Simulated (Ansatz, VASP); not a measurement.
# One calculation of H, two programs

```
H
1.0
     3.84013    0.00000    0.00000
    -1.92007    3.32565   -0.08314
     0.00000   -0.12617    5.04666
H
4
Direct
  0.33333 0.66667 0.17650
  0.66667 0.33333 0.67650
  0.66667 0.33333 0.82350
  0.33333 0.66667 0.32350
```

Change from the starting cell: strain -0.0500 x Voigt [0, 0, 0, 1, 0, 0], atoms carried along.

Alike in both runs: task single point; functional PBEsol; k mesh 9 × 9 × 6; occupations gaussian, width 0.05 eV; no spin polarisation.

|  | VASP | Ansatz |
| --- | --- | --- |
| version | VASP 6.6.1 | Ansatz 0.2.0 |
| potentials or method | VASP PAW PBE potentials, release 64 (H), cutoff 500 eV | scalar-relativistic, plane waves, PAW |
| valence electrons in the cell | 4 | 4 |

Ansatz gave:

```
gap on the k mesh at the Fermi level (eV)                     : 9.32
least direct gap on the mesh (eV)                             : 9.32
pressure (GPa)                                                : 0.7
traceless stress, the component that is largest in VASP (GPa) : 1.46
rms of the force components (eV/Å)                            : 0.344
```

**Question.** Which values does VASP return?

**Answer.** gap on the k mesh at the Fermi level (eV): 9.32; least direct gap on the mesh (eV): 9.32; pressure (GPa): 0.5; traceless stress, the component that is largest in VASP (GPa): 1.44; rms of the force components (eV/Å): 0.346.

VASP's potentials were made for PBE, not for PBEsol. Atom by atom the forces differ by 0.002 eV/Å (rms over components).
